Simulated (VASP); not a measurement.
# PbSe in VASP: notebook

PbSe is run at these levels: r2SCAN; tasks: single point.

Program: VASP 6.6.1. These are calculated values, not measurements. Logs are shortened: lines on timing, memory, paths and dates and some standing lists are left out, and cuts for length are marked.

## (1) The cell of the first run

It takes space group R-3m (No. 166, trigonal). Conventional cell: a = 4.291 Å, b = 4.291 Å, c = 10.891 Å, α = 90.00°, β = 90.00°, γ = 120.00°. Within 4.0 Å of Pb (site symmetry -3m) lie 6 Se at 3.07 Å. Se (site symmetry -3m) has 6 Pb at 3.07 Å within 4.0 Å.

## (2) Single point, r2SCAN (epitaxial 111 strain -1.8%)

Contents of POSCAR:

```
PbSe
1.0
    0.0731387202      3.1074797813      3.1074797813
    3.1074797813      0.0731387202      3.1074797813
    3.1074797813      3.1074797813      0.0731387202
Pb Se
1 1
Direct
    0.0000000000      0.0000000000      0.0000000000
    0.5000000000      0.5000000000      0.5000000000
```

Contents of INCAR.step1:

```
  ALGO = Normal
  EDIFF = 1E-4
  ENCUT = 520
  GGA = PE
  ISMEAR = -1
  LASPH = True
  LCHARG = False
  LREAL = False
  LWAVE = True
  NBANDS = 17
  NELM = 80
  PREC = Accurate
  SIGMA = 0.02
```

Contents of INCAR.step2:

```
  ALGO = Normal
  EDIFF = 1E-6
  ENCUT = 520
  ISIF = 2
  ISMEAR = -1
  ISTART = 1
  LASPH = True
  LCHARG = False
  LMIXTAU = True
  LREAL = False
  LWAVE = False
  METAGGA = R2SCAN
  NBANDS = 17
  NELM = 80
  PREC = Accurate
  SIGMA = 0.02
```

Contents of KPOINTS:

```
k-points
0
Gamma
  8 8 8
```

Potentials or basis: VASP PAW PBE potentials, release 64 (Pb_d, Se).

Launch:

```console
cat potpaw_PBE.64/Pb_d/POTCAR potpaw_PBE.64/Se/POTCAR > POTCAR
cp INCAR.step1 INCAR
mpirun -np 1 vasp_std > vasp.out
cp INCAR.step2 INCAR
mpirun -np 1 vasp_std > vasp.out
```

OUTCAR:

```text
EDIFF = 1E-6
   ENCUT = 520
   ISIF = 2
   ISMEAR = -1
   ISTART = 1
   LASPH = True
   LREAL = False
   METAGGA = R2SCAN
   NELM = 80
   PREC = Accurate

 ion  position               nearest neighbor table
   1  0.000  0.000  0.000-   2 3.07   2 3.07   2 3.07   2 3.07   2 3.07   2 3.07
   2  0.500  0.500  0.500-   1 3.07   1 3.07   1 3.07   1 3.07   1 3.07   1 3.07

  LATTYP: Found a trigonal (rhomboedric) cell.
 ALAT       =     4.3952486226
 COS(alpha) =     0.5233913774

  Lattice vectors:

 A1 = (   0.0731387202,   3.1074797813,   3.1074797813)
 A2 = (   3.1074797813,   0.0731387202,   3.1074797813)
 A3 = (   3.1074797813,   3.1074797813,   0.0731387202)

Analysis of symmetry for initial positions (statically):
=====================================================================
 Subroutine PRICEL returns:
 Original cell was already a primitive cell.

 Routine SETGRP: Setting up the symmetry group for a
 trigonal (rhombohedral) supercell.

 Subroutine GETGRP returns: Found 12 space group operations
 (whereof 12 operations were pure point group operations)
 out of a pool of 12 trial point group operations.

The static configuration has the point symmetry D_3d.

Analysis of symmetry for dynamics (positions and initial velocities):
=====================================================================
 Subroutine PRICEL returns:
 Original cell was already a primitive cell.

 Routine SETGRP: Setting up the symmetry group for a
 trigonal (rhombohedral) supercell.

 Subroutine GETGRP returns: Found 12 space group operations
 (whereof 12 operations were pure point group operations)
 out of a pool of 12 trial point group operations.

The dynamic configuration has the point symmetry D_3d.

 Subroutine INISYM returns: Found 12 space group operations
 (whereof 12 operations are pure point group operations),
 and found     1 'primitive' translations

----------------------------------------------------------------------------------------

                                     Primitive cell

  volume of cell :      57.8959

  direct lattice vectors                    reciprocal lattice vectors
     0.073138720  3.107479781  3.107479781    -0.166697031  0.162863812  0.162863812
     3.107479781  0.073138720  3.107479781     0.162863812 -0.166697031  0.162863812
     3.107479781  3.107479781  0.073138720     0.162863812  0.162863812 -0.166697031

  length of vectors
     4.395248623  4.395248623  4.395248623     0.284318735  0.284318735  0.284318735

  position of ions in fractional coordinates (direct lattice)
     0.000000000  0.000000000  0.000000000
     0.500000000  0.500000000  0.500000000

  ion indices of the primitive-cell ions
   primitive index   ion index
                 1           1
                 2           2

----------------------------------------------------------------------------------------

 KPOINTS: k-points

Automatic generation of k-mesh.
 Grid dimensions read from file:
 generate k-points for:    8    8    8

 Generating k-lattice:

  Cartesian coordinates                     Fractional coordinates (reciprocal lattice)
    -0.020837129  0.020357977  0.020357977     0.125000000 -0.000000000 -0.000000000
     0.020357977 -0.020837129  0.020357977    -0.000000000  0.125000000 -0.000000000
     0.020357977  0.020357977 -0.020837129    -0.000000000 -0.000000000  0.125000000

  Length of vectors
     0.035539842  0.035539842  0.035539842

  Shift w.r.t. Gamma in fractional coordinates (k-lattice)
     0.000000000  0.000000000  0.000000000

 Subroutine IBZKPT returns following result:
 ===========================================

 Found     65 irreducible k-points:

 Following reciprocal coordinates:
            Coordinates               Weight
  0.000000  0.000000  0.000000      1.000000
  0.125000  0.000000 -0.000000      6.000000
  0.250000  0.000000 -0.000000      6.000000
  0.375000  0.000000  0.000000      6.000000
  0.500000  0.000000 -0.000000      3.000000
  0.125000  0.125000 -0.000000      6.000000
[... 16 lines left out ...]
  0.250000  0.125000  0.125000      6.000000
  0.375000  0.125000  0.125000      6.000000
 [... further k-points ...]
   k-points           NKPTS =     65   k-points in BZ     NKDIM =     65   number of bands    NBANDS=     17
   number of dos      NEDOS =    301   number of ions     NIONS =      2
   total plane-waves  NPLWV =  46656
   dimension x,y,z NGX =    36 NGY =   36 NGZ =   36
   dimension x,y,z NGXF=    72 NGYF=   72 NGZF=   72
   ions per type =               1   1
   NGX,Y,Z   is equivalent  to a cutoff of  13.62, 13.62, 13.62 a.u.
   NGXF,Y,Z  is equivalent  to a cutoff of  27.23, 27.23, 27.23 a.u.
 SYSTEM =  unknown system
   PREC   = accura    normal or accurate (medium, high low for compatibility)
   ISTART =      1    job   : 0-new  1-cont  2-samecut
   ICHARG =      0    charge: 1-file 2-atom 10-const
   ISPIN  =      1    spin polarized calculation?
   LNONCOLLINEAR =      F non collinear calculations
   LSORBIT =      F    spin-orbit coupling
   LASPH  =      T    aspherical Exc in radial PAW
   ENCUT  =  520.0 eV  38.22 Ry    6.18 a.u.   8.17  8.17  8.17*2*pi/ulx,y,z
   NELM   =     80;   NELMIN=  2; NELMDL=  0     # of ELM steps
   EDIFF  = 0.1E-05   stopping-criterion for ELM
   LREAL  =      F    real-space projection
   EDIFFG = 0.1E-04   stopping-criterion for IOM
   NSW    =      0    number of steps for IOM
   IBRION =     -1    ionic relax: 0-MD 1-quasi-New 2-CG
   NFREE  =      0    steps in history (QN), initial steepest desc. (CG)
   ISIF   =      2    stress and relaxation
   ISYM   =      2    0-nonsym 1-usesym 2-fastsym
   POTIM  = 0.5000    time-step for ionic-motion
   TEBEG  =    0.0;   TEEND  =   0.0 temperature during run
   PSTRESS=    0.0 pullay stress
   NELECT =      20.0000    total number of electrons
   NUPDOWN=      -1.0000    fix difference up-down
   EMIN   =  10.00;   EMAX   =-10.00  energy-range for DOS
   EFERMI =   0.00;   METHOD = LEGACY
   ISMEAR =    -1;   SIGMA  =   0.02  broadening in eV -4-tet -1-fermi 0-gaus
   EFERMI_NEDOS =   21; number of points for ismear=-14 and -15
   IALGO  =     38    algorithm
   IMIX   =      4    mixing-type and parameters
     AMIX     =   0.40;   BMIX     =  1.00
     AMIX_MAG =   1.60;   BMIX_MAG =  1.00
  volume/ion in A,a.u.               =      28.95       195.35
  Fermi-wavevector in a.u.,A,eV,Ry     =   1.148688  2.170706 17.952675  1.319484
  Thomas-Fermi vector in A             =   2.285362
   LORBIT       =      0    0 simple, 1 ext, 2 COOP (PROOUT), +10 PAW based schemes
   METAGGA = R2SCAN    functional components
   LHFCALC =     F    Hartree Fock is set to
   AEXX    =    0.0000 exact exchange contribution
   IVDW    =     0    specifies the selected vdW correction
   LEPSILON=     F    determine dielectric tensor
   LRPA    =     F    only Hartree local field effects (RPA)
 non-spin polarized calculation
  energy-cutoff  :      520.00
  volume of cell :       57.90
 maximum number of plane-waves:      1572
 NGX is ok and might be reduce to    36
   NGX = 17   NGY = 17   NGZ = 17

 number of electron      19.9999998 magnetization

 Free energy of the ion-electron system (eV)
  ---------------------------------------------------
  ext. energy  EPLUGINS =         0.00000000
  ---------------------------------------------------
  free energy    TOTEN  =       -71.93026905 eV

  energy without entropy =      -71.93026880  energy(sigma->0) =      -71.93026893

 E-fermi :   5.1214     XC(G=0): -10.0211

 val. band max:        4.9462878628   @ k =   0.5000   0.5000   0.5000
 cond. band min:       5.3184574043   @ k =   0.5000   0.0000  -0.0000
 fundamental gap:      0.3721695414
 Fermi energy:         5.1213867543

 k-point     1 :       0.0000    0.0000    0.0000
  band No.  band energies     occupation
      1     -12.6633      2.00000
      2     -12.6633      2.00000
      3     -12.6547      2.00000
      4     -12.6487      2.00000
      5     -12.6487      2.00000
      6      -9.2647      2.00000
[... 9 lines left out ...]
     16      11.9374      0.00000
     17      13.4790      0.00000

 k-point     2 :       0.1250    0.0000   -0.0000
  band No.  band energies     occupation
      1     -12.6650      2.00000
      2     -12.6585      2.00000
      3     -12.6531      2.00000
      4     -12.6518      2.00000
      5     -12.6478      2.00000
      6      -9.1424      2.00000
[... 9 lines left out ...]
     16      12.3048      0.00000
     17      14.6427      0.00000

 k-point     3 :       0.2500    0.0000   -0.0000
  band No.  band energies     occupation
      1     -12.6720      2.00000
      2     -12.6614      2.00000
      3     -12.6545      2.00000
      4     -12.6449      2.00000
      5     -12.6375      2.00000
      6      -8.8074      2.00000
[... 9 lines left out ...]
     16      13.2377      0.00000
     17      16.6153      0.00000

 k-point     4 :       0.3750    0.0000    0.0000
  band No.  band energies     occupation
      1     -12.6809      2.00000
      2     -12.6698      2.00000
      3     -12.6551      2.00000
      4     -12.6322      2.00000
      5     -12.6263      2.00000
      6      -8.3873      2.00000
[... 9 lines left out ...]
     16      14.6276      0.00000
     17      16.8256      0.00000
[... 343 lines left out ...]
      1     -12.6652      2.00000
      2     -12.6652      2.00000
      3     -12.6538      2.00000
      4     -12.6462      2.00000
      5     -12.6462      2.00000
      6      -9.1490      2.00000
[... 9 lines left out ...]
     16      12.2598      0.00000
     17      14.5111      0.00000

 k-point    23 :       0.2500    0.1250    0.1250
  band No.  band energies     occupation
      1     -12.6683      2.00000
      2     -12.6648      2.00000
      3     -12.6533      2.00000
      4     -12.6494      2.00000
      5     -12.6393      2.00000
      6      -8.9568      2.00000
[... 9 lines left out ...]
     16      13.2037      0.00000
     17      14.4905      0.00000

 k-point    24 :       0.3750    0.1250    0.1250
  band No.  band energies     occupation
      1     -12.6788      2.00000
      2     -12.6667      2.00000
      3     -12.6523      2.00000
      4     -12.6432      2.00000
      5     -12.6319      2.00000
      6      -8.5834      2.00000
[... 9 lines left out ...]
     16      14.4798      0.00000
     17      15.9283      0.00000

 [... further k-points ...]

------------------------ aborting loop because EDIFF is reached ----------------------------------------

  FORCE on cell =-STRESS in cart. coord.  units (eV):
  Direction    XX          YY          ZZ          XY          YZ          ZX
  --------------------------------------------------------------------------------------
  -------------------------------------------------------------------------------------
  Total        0.3399811      0.3399811      0.3399811     -0.1637687     -0.1637687     -0.1637687
  in kB        9.4084329      9.4084329      9.4084329     -4.5320366     -4.5320366     -4.5320366
  external PRESSURE =       9.4084329 kB  Pullay stress =       0.0000000 kB

 VOLUME and BASIS-vectors are now :
 -----------------------------------------------------------------------------
  energy-cutoff  :      520.00
  volume of cell :       57.90
      direct lattice vectors                 reciprocal lattice vectors
     0.073138720  3.107479781  3.107479781    -0.166697031  0.162863812  0.162863812
     3.107479781  0.073138720  3.107479781     0.162863812 -0.166697031  0.162863812
     3.107479781  3.107479781  0.073138720     0.162863812  0.162863812 -0.166697031

 POSITION                                       TOTAL-FORCE (eV/Angst)
 -----------------------------------------------------------------------------------
      0.00000      0.00000      0.00000         0.000000      0.000000      0.000000
      3.14405      3.14405      3.14405        -0.000000     -0.000000     -0.000000
 -----------------------------------------------------------------------------------
    total drift:                               -0.000000      0.000000      0.000000

  FREE ENERGIE OF THE ION-ELECTRON SYSTEM (eV)
  ---------------------------------------------------
  free  energy   TOTEN  =       -71.9302690529 eV

  energy  without entropy=      -71.9302687990  energy(sigma->0) =      -71.93026893
```

Run time: 4.8 min. Hardware: 1 thread of Intel Xeon 8259CL, shared host; peak memory 0.25 GiB.

Results:

- Free energy: -71.9303 eV
- Pressure: 0.9 GPa
- Band gap on the k mesh: 0.37 eV (least direct gap 0.58 eV)

Caveat: the cell differs from its parent crystal (epitaxial 111 strain -1.8%); the PAW data sets were made with another functional, which shifts forces and pressure a little; spin-orbit coupling is left out, which moves the levels of the heavy elements.

## (3) Single point, r2SCAN (shear xy strain -5.6%)

Contents of POSCAR:

```
PbSe
1.0
   -0.0863292271      3.0887022202      3.0887022202
    3.0887022202     -0.0863292271      3.0887022202
    3.0023729931      3.0023729931      0.0000000000
Pb Se
1 1
Direct
    0.0000000000      0.0000000000      0.0000000000
    0.5000000000      0.5000000000      0.5000000000
```

Contents of INCAR.step1:

```
ALGO = Normal
EDIFF = 1E-4
ENCUT = 520
GGA = PE
ISMEAR = -1
LASPH = True
LCHARG = False
LREAL = False
LWAVE = True
NBANDS = 17
NELM = 100
PREC = Accurate
SIGMA = 0.02
```

Contents of INCAR.step2:

```
ALGO = Normal
EDIFF = 1E-7
ENCUT = 520
ISIF = 2
ISMEAR = -1
ISTART = 1
LASPH = True
LCHARG = False
LMIXTAU = True
LREAL = False
LWAVE = False
METAGGA = R2SCAN
NBANDS = 17
NELM = 100
PREC = Accurate
SIGMA = 0.02
```

KPOINTS is that of step 2.

Potentials or basis: VASP PAW PBE potentials, release 64 (Pb_d, Se).

Launch:

```console
cat potpaw_PBE.64/Pb_d/POTCAR potpaw_PBE.64/Se/POTCAR > POTCAR
cp INCAR.step1 INCAR
mpirun -np 1 vasp_std > vasp.out
cp INCAR.step2 INCAR
mpirun -np 1 vasp_std > vasp.out
```

OUTCAR:

```text
EDIFF = 1E-7
   ENCUT = 520
   ISIF = 2
   ISMEAR = -1
   ISTART = 1
   LASPH = True
   LREAL = False
   METAGGA = R2SCAN
   NELM = 100
   PREC = Accurate

 ion  position               nearest neighbor table
   1  0.000  0.000  0.000-   2 3.09   2 3.09   2 3.09   2 3.09   2 3.09   2 3.09
   2  0.500  0.500  0.500-   1 3.09   1 3.09   1 3.09   1 3.09   1 3.09   1 3.09

  LATTYP: Found a body centered orthorhombic cell.
 ALAT       =     4.2459966061
 B/A-ratio  =     1.0575073299
 C/A-ratio  =     1.4548773853

  Lattice vectors:

 A1 = (   0.0863292271,  -3.0887022202,  -3.0887022202)
 A2 = (  -0.0863292271,   3.0887022202,  -3.0887022202)
 A3 = (   3.0887022202,  -0.0863292271,   3.0887022202)

Analysis of symmetry for initial positions (statically):
=====================================================================
 Subroutine PRICEL returns:
 Original cell was already a primitive cell.

 Routine SETGRP: Setting up the symmetry group for a
 body centered orthorhombic supercell.

 Subroutine GETGRP returns: Found  8 space group operations
 (whereof  8 operations were pure point group operations)
[... 162 lines left out ...]

 E-fermi :   4.8719     XC(G=0):  -9.9378

 val. band max:        4.6801883258   @ k =   0.5000   0.0000   0.0000
 cond. band min:       5.0635748719   @ k =   0.0000   0.0000   0.5000
 fundamental gap:      0.3833865462
 Fermi energy:         4.8718820552

 k-point     1 :       0.0000    0.0000    0.0000
  band No.  band energies     occupation
      1     -12.8555      2.00000
      2     -12.8463      2.00000
      3     -12.8400      2.00000
      4     -12.8385      2.00000
      5     -12.8289      2.00000
      6      -9.3241      2.00000
[... 457 lines left out ...]
      4     -12.8308      2.00000
      5     -12.8203      2.00000
      6      -8.9197      2.00000
[... 9 lines left out ...]
     16      13.5127      0.00000
     17      14.9504      0.00000

 [... further k-points ...]

------------------------ aborting loop because EDIFF is reached ----------------------------------------

  FORCE on cell =-STRESS in cart. coord.  units (eV):
  Direction    XX          YY          ZZ          XY          YZ          ZX
  --------------------------------------------------------------------------------------
  -------------------------------------------------------------------------------------
  Total        0.0133842      0.0133842     -0.0149885      0.3771575      0.0000000      0.0000000
  in kB        0.3641546      0.3641546     -0.4078026     10.2615904      0.0000000      0.0000000
  external PRESSURE =       0.1068355 kB  Pullay stress =       0.0000000 kB

 VOLUME and BASIS-vectors are now :
 -----------------------------------------------------------------------------
  energy-cutoff  :      520.00
  volume of cell :       58.89
      direct lattice vectors                 reciprocal lattice vectors
    -0.086329227  3.088702220  3.088702220    -0.157478755  0.157478755  0.161880286
     3.088702220 -0.086329227  3.088702220     0.157478755 -0.157478755  0.161880286
     3.002372993  3.002372993  0.000000000     0.166534938  0.166534938 -0.161880286

 POSITION                                       TOTAL-FORCE (eV/Angst)
 -----------------------------------------------------------------------------------
      0.00000      0.00000      0.00000         0.000000      0.000000      0.000000
      3.00237      3.00237      3.08870        -0.000000     -0.000000     -0.000000
 -----------------------------------------------------------------------------------
    total drift:                                0.000000     -0.000000     -0.000000

  FREE ENERGIE OF THE ION-ELECTRON SYSTEM (eV)
  ---------------------------------------------------
  free  energy   TOTEN  =       -71.9288383233 eV

  energy  without entropy=      -71.9288380958  energy(sigma->0) =      -71.92883821
```

OSZICAR.step1:

```text
N       E                     dE             d eps       ncg     rms          rms(c)
DAV:   1     0.158055828483E+03    0.15806E+03   -0.95447E+03  3230   0.119E+03
DAV:   2     0.336496315455E+01   -0.15469E+03   -0.14939E+03  3440   0.306E+02
DAV:   3    -0.821796217109E+01   -0.11583E+02   -0.11462E+02  4155   0.891E+01
DAV:   4    -0.848628056263E+01   -0.26832E+00   -0.26809E+00  4029   0.153E+01
DAV:   5    -0.849548903245E+01   -0.92085E-02   -0.92080E-02  4620   0.275E+00    0.273E+00
DAV:   6    -0.818644965091E+01    0.30904E+00   -0.77779E-01  4913   0.584E+00    0.151E+00
DAV:   7    -0.818195976710E+01    0.44899E-02   -0.12580E-01  3927   0.167E+00    0.845E-01
DAV:   8    -0.818551594018E+01   -0.35562E-02   -0.14255E-02  3886   0.127E+00    0.176E-01
DAV:   9    -0.818497373247E+01    0.54221E-03   -0.32564E-03  4955   0.525E-01    0.555E-02
DAV:  10    -0.818504850448E+01   -0.74772E-04   -0.25037E-04  3749   0.890E-02
   1 F= -.81850485E+01 E0= -.81850149E+01  d E =-.672455E-04
```

Run time: 4.7 min. Hardware: 1 thread of Intel Xeon 8259CL, shared host; peak memory 0.25 GiB.

What came out:

```yaml
Free_energy: -71.9288 eV
Pressure: 0.0 GPa
Band_gap_on_the_k_mesh: 0.38 eV (least direct gap 0.62 eV)
```

Stress tensor (GPa, compression positive):
```
 0.04  1.03  0.00
 1.03  0.04  0.00
 0.00  0.00 -0.04
```

Levels at points of the mesh, in eV from the valence-band top:
```tsv
k point	band 6	band 7	band 8	band 9	band 10	band 11	band 12	band 13	band 14	band 15
(0.00, 0.00, 0.00)	-14.00	-6.51	-2.20	-2.00	-1.76	4.84	4.86	4.97	6.57	6.95
(0.50, 0.00, 0.00)	-13.00	-9.09	-1.58	-1.44	0.00	0.67	1.97	2.12	8.89	9.78
(0.50, 0.50, 0.00)	-12.61	-7.62	-5.01	-3.57	-3.03	4.08	5.73	5.88	6.25	11.71
(0.00, 0.00, 0.50)	-12.93	-8.92	-1.72	-1.61	-0.24	0.38	1.68	1.83	8.99	10.29
(0.50, 0.00, 0.50)	-12.61	-7.59	-5.01	-3.31	-3.30	4.04	5.58	5.80	6.37	11.50
```

Caveat: the cell differs from its parent crystal (shear xy strain -5.6%); the PAW data sets were made with another functional, which shifts forces and pressure a little; spin-orbit coupling is left out, which moves the levels of the heavy elements.
